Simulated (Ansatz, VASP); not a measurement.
## TaN: VASP beside Ansatz

The input INCAR:

```
  PREC = Accurate
  ENCUT = 700
  EDIFF = 1E-6
  ISMEAR = -1
  SIGMA = 0.05
  LREAL = False
  LASPH = True
  NELM = 120
  ALGO = Normal
  ISIF = 2
  LWAVE = False
  LCHARG = True
  GGA = PS
  LELF = True
  LVHAR = True
  NBANDS = 16
  GGA_COMPAT = False
```

File KPOINTS:

```
Automatic mesh
0
Gamma
  9 9 8
```

Contents of POSCAR:

```
TaN
1.0
    2.9086200000      0.0000000000      0.0000000000
   -1.4543100000      2.5189388099      0.0000000000
    0.0000000000      0.0000000000      2.8830000000
Ta N
1 1
Direct
    0.0000000000      0.0000000000      0.5000000000
    0.6666666667      0.3333333333      0.0000000000
```

Contents of input.yaml:

```yaml
crystal:
  lattice:
    - [2.90862, 0.0, 0.0]
    - [-1.45431, 2.5189388099, 0.0]
    - [0.0, 0.0, 2.883]
  atoms:
    - { symbol: Ta, position: [0.0, 0.0, 0.5] }
    - { symbol: "N", position: [0.6666666667, 0.3333333333, 0.0] }
hamiltonian:
  xc: pbesol
  pseudopotentials: { kind: paw }
kpoints:
  mp_grid: { grid: [9, 9, 8] }
scf:
  occupations: { method: fermi_dirac, width: 0.05 }
output:
  forces: true
  stress: true
  eigenvalues: true
```

Alike in both runs: task single point; functional PBEsol; k mesh 9 × 9 × 8; occupations fermi-dirac, width 0.05 eV; no spin polarisation.

|  | VASP | Ansatz |
| --- | --- | --- |
| version | VASP 6.6.1 | Ansatz 0.2.0 |
| potentials or method | VASP PAW PBE potentials, release 64 (Ta_sv_GW, N) | Ansatz PAW |
| plane-wave cutoff (eV) | 700 | 420 |
| valence electrons in the cell | 18 | 18 |

VASP gave:

* gap on the k mesh at the Fermi level (eV): none
* pressure (GPa): 2.1
* traceless stress, the component that is largest in VASP (GPa): -3.77

Q: Estimate Ansatz's values.

A: gap on the k mesh at the Fermi level (eV): none; pressure (GPa): 2.1; traceless stress, the component that is largest in VASP (GPa): -3.87.

VASP's potentials were made for PBE, not for PBEsol. A gap of «none» marks a metal or a gap that the smearing closes.

Neither program's run includes spin-orbit coupling.
